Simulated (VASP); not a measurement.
# NiSb (P6_3/mmc) in VASP: further runs

NiSb is run at these levels: PBE; tasks: relaxation of cell and atoms, single point.

Everything below comes from runs of VASP 6.6.1. Logs are shortened: lines on timing, memory, paths and dates and some standing lists are left out, and cuts for length are marked.

### Step 1. The cell of the first run

The structure is hexagonal, space group P6_3/mmc (No. 194). Conventional cell: a = 3.708 Å, b = 3.708 Å, c = 4.808 Å, α = 90.00°, β = 90.00°, γ = 120.00°. Within 3.2 Å of Ni (site symmetry -3m) lie 2 Ni at 2.40 Å and 6 Sb at 2.46 Å. Sb (site symmetry -6m2) has 6 Ni at 2.46 Å within 3.2 Å.

### Step 2. Relaxation of cell and atoms, PBE, target pressure 40 GPa, at which the enthalpy is minimised

INCAR reads:

```
SYSTEM = NiSb
PREC = Accurate ; ENCUT = 600
EDIFF = 1E-7 ; ISMEAR = 0
SIGMA = 0.1 ; LREAL = .False.
LASPH = .True. ; NELM = 100
ALGO = Normal ; ISIF = 3
LWAVE = .False. ; LCHARG = .False.
GGA = PE ; IBRION = 2
NSW = 70 ; EDIFFG = -0.008
PSTRESS = 400.0
```

KPOINTS reads:

```
Automatic mesh
0
Gamma
  12 12 10
  0 0 0
```

POSCAR reads:

```
NiSb
1.0
    3.7082979038      0.0000000000      0.0000000000
   -1.8541489519      3.2114801895      0.0000000000
    0.0000000000      0.0000000000      4.8081116583
Ni Sb
2 2
Direct
    0.0000000000      0.0000000000      0.0000000000
    0.0000000000      0.0000000000      0.5000000000
    0.3333333333      0.6666666667      0.2500000000
    0.6666666667      0.3333333333      0.7500000000
```

Potentials or basis: VASP PAW PBE potentials, release 64 (Ni, Sb).

Started as:

```
$ cat potpaw_PBE.64/Ni/POTCAR potpaw_PBE.64/Sb/POTCAR > POTCAR
$ mpirun -np 1 vasp_std > vasp.out
```

OUTCAR:

```text
SYSTEM = NiSb
   PREC = Accurate
   ENCUT = 600
   EDIFF = 1E-7
   ISMEAR = 0
   LREAL = .False.
   LASPH = .True.
   NELM = 100
   ISIF = 3
   GGA = PE
   IBRION = 2
   NSW = 70
   EDIFFG = -0.008
   PSTRESS = 400.0

 ion  position               nearest neighbor table
   1  0.000  0.000  0.000-   2 2.40   2 2.40   4 2.46   3 2.46   4 2.46   3 2.46   4 2.46   3 2.46

   2  0.000  0.000  0.500-   1 2.40   1 2.40   4 2.46   3 2.46   4 2.46   3 2.46   4 2.46   3 2.46

   3  0.333  0.667  0.250-   1 2.46   2 2.46   1 2.46   2 2.46   1 2.46   2 2.46   4 3.22   4 3.22
                             4 3.22   4 3.22   4 3.22   4 3.22
   4  0.667  0.333  0.750-   1 2.46   2 2.46   1 2.46   2 2.46   1 2.46   2 2.46   3 3.22   3 3.22
                             3 3.22   3 3.22   3 3.22   3 3.22

  LATTYP: Found a hexagonal cell.
 ALAT       =     3.7082979038
 C/A-ratio  =     1.2965818235

  Lattice vectors:

 A1 = (   3.7082979038,   0.0000000000,   0.0000000000)
 A2 = (  -1.8541489519,   3.2114801895,   0.0000000000)
 A3 = (   0.0000000000,   0.0000000000,   4.8081116583)

Analysis of symmetry for initial positions (statically):
=====================================================================
 Subroutine PRICEL returns:
 Original cell was already a primitive cell.

 Routine SETGRP: Setting up the symmetry group for a
 hexagonal supercell.

 Subroutine GETGRP returns: Found 24 space group operations
 (whereof 12 operations were pure point group operations)
 out of a pool of 24 trial point group operations.

The static configuration has the point symmetry D_3d.
 The point group associated with its full space group is D_6h.

Analysis of symmetry for dynamics (positions and initial velocities):
=====================================================================
 Subroutine PRICEL returns:
 Original cell was already a primitive cell.

 Routine SETGRP: Setting up the symmetry group for a
 hexagonal supercell.

 Subroutine GETGRP returns: Found 24 space group operations
 (whereof 12 operations were pure point group operations)
 out of a pool of 24 trial point group operations.

The dynamic configuration has the point symmetry D_3d.
 The point group associated with its full space group is D_6h.

 Subroutine INISYM returns: Found 24 space group operations
 (whereof 12 operations are pure point group operations),
 and found     1 'primitive' translations

----------------------------------------------------------------------------------------

                                     Primitive cell

[... 98 lines left out ...]
   IBRION =      2    ionic relax: 0-MD 1-quasi-New 2-CG
   NFREE  =      1    steps in history (QN), initial steepest desc. (CG)
   ISIF   =      3    stress and relaxation
   ISYM   =      2    0-nonsym 1-usesym 2-fastsym
   POTIM  = 0.5000    time-step for ionic-motion
   TEBEG  =    0.0;   TEEND  =   0.0 temperature during run
   PSTRESS=  400.0 pullay stress
   NELECT =      30.0000    total number of electrons
   NUPDOWN=      -1.0000    fix difference up-down
   EMIN   =  10.00;   EMAX   =-10.00  energy-range for DOS
   EFERMI =   0.00;   METHOD = LEGACY
   ISMEAR =     0;   SIGMA  =   0.10  broadening in eV -4-tet -1-fermi 0-gaus
   EFERMI_NEDOS =   21; number of points for ismear=-14 and -15
   IALGO  =     38    algorithm
   IMIX   =      4    mixing-type and parameters
     AMIX     =   0.40;   BMIX     =  1.00
     AMIX_MAG =   1.60;   BMIX_MAG =  1.00
  volume/ion in A,a.u.               =      14.32        96.60
  Fermi-wavevector in a.u.,A,eV,Ry     =   1.319767  2.493997 23.698406  1.741784
  Thomas-Fermi vector in A             =   2.449641
   LORBIT       =      0    0 simple, 1 ext, 2 COOP (PROOUT), +10 PAW based schemes
   GGA     = PE    functional components
   LHFCALC =     F    Hartree Fock is set to
   AEXX    =    0.0000 exact exchange contribution
   IVDW    =     0    specifies the selected vdW correction
   LEPSILON=     F    determine dielectric tensor
   LRPA    =     F    only Hartree local field effects (RPA)
 conjugate gradient relaxation of ions
 non-spin polarized calculation
 Gauss-broadening in eV      SIGMA  =   0.10
  energy-cutoff  :      600.00
  volume of cell :       57.26
 maximum number of plane-waves:      1945
 NGX is ok and might be reduce to    30
   NGX = 15   NGY = 15   NGZ = 19

--------------------------------------- Ionic step        1  -------------------------------------------

 number of electron      30.0000023 magnetization

 Free energy of the ion-electron system (eV)
  ---------------------------------------------------
  ext. energy  EPLUGINS =         0.00000000
  ---------------------------------------------------
  free energy    TOTEN  =       -19.00267427 eV

  energy without entropy =      -18.99570798  energy(sigma->0) =      -18.99919112

------------------------ aborting loop because EDIFF is reached ----------------------------------------

  FORCE on cell =-STRESS in cart. coord.  units (eV):
  Direction    XX          YY          ZZ          XY          YZ          ZX
  --------------------------------------------------------------------------------------
  -------------------------------------------------------------------------------------
  Total       13.9678603     13.9678603     13.7491702      0.0000000     -0.0000000      0.0000000
  in kB      390.8283490    390.8283490    384.7092812      0.0000000     -0.0000000      0.0000000
  external PRESSURE =     -11.2113403 kB  Pullay stress =     400.0000000 kB
[... 187 lines left out ...]
--------------------------------------- Ionic step        6  -------------------------------------------

 number of electron      30.0000020 magnetization

 Free energy of the ion-electron system (eV)
  ---------------------------------------------------
  ext. energy  EPLUGINS =         0.00000000
  ---------------------------------------------------
  free energy    TOTEN  =       -18.94725426 eV

  energy without entropy =      -18.94057905  energy(sigma->0) =      -18.94391666

 E-fermi :  13.1161     XC(G=0): -12.4648

 val. band max:       13.0750268994   @ k =   0.1667   0.0000   0.2000
 cond. band min:      13.1164546216   @ k =   0.0833   0.0000   0.1000
 fundamental gap:      0.0414277222
 Fermi energy:        13.1160952594

 k-point     1 :       0.0000    0.0000    0.0000
  band No.  band energies     occupation
      1      -1.6454      2.00000
      2       4.3029      2.00000
      3       5.5111      2.00000
      4       8.0415      2.00000
      5       8.0415      2.00000
      6       8.8523      2.00000
[... 505 lines left out ...]
      6       8.8235      2.00000
[... 11 lines left out ...]
     18      17.0577      0.00000
     19      17.1706      0.00000

 [... further k-points ...]
[... 5 lines left out ...]
  --------------------------------------------------------------------------------------
  -------------------------------------------------------------------------------------
  Total       14.2398717     14.2398717     14.2330334      0.0000000     -0.0000000      0.0000000
  in kB      400.0197128    400.0197128    399.8276137      0.0000000     -0.0000000      0.0000000
  external PRESSURE =      -0.0443202 kB  Pullay stress =     400.0000000 kB
[... 23 lines left out ...]
  energy  without entropy=      -18.9405790493  energy(sigma->0) =      -18.94391666

  enthalpy is  TOTEN    =        -4.7080842847 eV   P V=       14.2391699794

 reached required accuracy - stopping structural energy minimisation
```

CONTCAR:

```text
NiSb
   1.00000000000000
     3.7072515012015406    0.0000000000000000   -0.0000000000000000
    -1.8536257506007703    3.2105739782715781    0.0000000000000000
     0.0000000000000000    0.0000000000000000    4.7918204250333769
  Ni              Sb
     2     2
Direct
     0.0000000000000000    0.0000000000000000    0.0000000000000000
     0.0000000000000000    0.0000000000000000    0.5000000000000000
     0.3333333332999970    0.6666666667000030    0.2500000000000000
     0.6666666667000030    0.3333333332999970    0.7500000000000000

  0.00000000E+00  0.00000000E+00  0.00000000E+00
  0.00000000E+00  0.00000000E+00  0.00000000E+00
  0.00000000E+00  0.00000000E+00  0.00000000E+00
  0.00000000E+00  0.00000000E+00  0.00000000E+00
```

Run time: 7.9 min. Hardware: 1 thread of Intel Xeon Platinum 8259CL at 2.50GHz (Skylake/Cascade Lake), shared host; peak memory 0.29 GiB.

What came out:

| Item | Value |
| --- | --- |
| Free energy | -18.9473 eV |
| Relaxed volume | 14.26 Å³/atom |
| Relaxed cell | a = 3.707 Å, b = 3.707 Å, c = 4.792 Å, α = 90.00°, β = 90.00°, γ = 120.00° |
| Space group after relaxing (to 0.05 Å) | P6_3/mmc (No. 194) |
| Energy change on relaxing (the enthalpy is what falls) | +13.9 meV/atom |
| Ionic steps | 6 |
| Pressure after relaxing | 40.0 GPa |
| Band gap on the k mesh | zero (band 15 reaches 15.56 eV, above the bottom of band 16 at 11.30 eV) |

Step by step:
```tsv
step	energy change (eV)	largest force (eV/Å)	pressure (GPa)	volume (Å³)
1	0.0000	0.0000	38.88	57.26
2	0.2110	0.0000	43.13	56.43
3	0.0591	0.0000	40.08	57.02
4	0.0579	0.0000	40.06	57.02
5	0.0559	0.0000	39.96	57.03
6	0.0554	0.0000	40.00	57.03
```

Final structure:
```xyz
4
Lattice="3.7073 0.0000 0.0000 -1.8536 3.2106 0.0000 0.0000 0.0000 4.7918" Properties=species:S:1:pos:R:3 pbc="T T T"
Ni    0.0000    0.0000    0.0000
Ni    0.0000    0.0000    2.3959
Sb    0.0000    2.1404    1.1980
Sb    1.8536    1.0702    3.5939
```

Caveat: the cell is relaxed towards a set pressure, so the enthalpy falls and the energy may rise; spin-orbit coupling is left out, which moves the levels of the heavy elements.

### Step 3. Single point, PBE (biaxial strain in the a-b plane: -3.0 %)

INCAR reads:

```
SYSTEM = NiSb
PREC = Accurate
ENCUT = 520
EDIFF = 1E-6
ISMEAR = 0
SIGMA = 0.1
LREAL = .False.
LASPH = .True.
NELM = 60
ALGO = Normal
ISIF = 2
LWAVE = .False.
LCHARG = .False.
GGA = PE
NBANDS = 23
```

KPOINTS reads:

```
regular mesh
0
Gamma
  18 18 10
  0 0 0
```

POSCAR reads:

```
NiSb
1.0
    3.8566922910      0.0000000000      0.0000000000
   -1.9283461455      3.3399934986      0.0000000000
    0.0000000000      0.0000000000      5.2497025692
Ni Sb
2 2
Direct
    0.0000000000      0.0000000000      0.0000000000
    0.0000000000      0.0000000000      0.5000000000
    0.3333333333      0.6666666667      0.2500000000
    0.6666666667      0.3333333333      0.7500000000
```

Potentials or basis: VASP PAW PBE potentials, release 64 (Ni, Sb).

Started as:

```
$ cat potpaw_PBE.64/Ni/POTCAR potpaw_PBE.64/Sb/POTCAR > POTCAR
$ mpirun -np 1 vasp_std > vasp.out
```

Run time: 4.6 min. Hardware: 1 thread of Oxide Virtual Turin-like, shared host; peak memory 0.39 GiB.

The run converged. Its results:

```
Free energy            : -20.2315 eV
Pressure               : 5.4 GPa
Band gap on the k mesh : zero (band 15 reaches 12.51 eV, above the bottom of band 16 at 8.91 eV)
```

Stress tensor (GPa, compression positive):
```
7.27 0.00 0.00
0.00 7.27 0.00
0.00 0.00 1.72
```

Levels at points of the mesh, in eV from the Fermi level:
```tsv
k point	band 13	band 14	band 15	band 16	band 17	band 18
(0.00, 0.00, 0.00)	-0.27	0.81	0.81	2.71	2.71	3.50
(0.50, 0.00, 0.00)	-1.70	-1.60	-1.51	-0.33	0.95	3.53
(0.00, 0.00, 0.50)	0.10	0.10	2.23	2.23	2.23	2.23
(0.50, 0.00, 0.50)	-1.90	-1.90	0.22	0.22	1.79	1.79
```

Caveat: the cell differs from its parent crystal (biaxial strain in the a-b plane: -3.0 %); spin-orbit coupling is left out, which moves the levels of the heavy elements. Spin polarisation is off, so any magnetic state and its effect on volume and gap are missing.

(Part 1 of 2 ends here.)
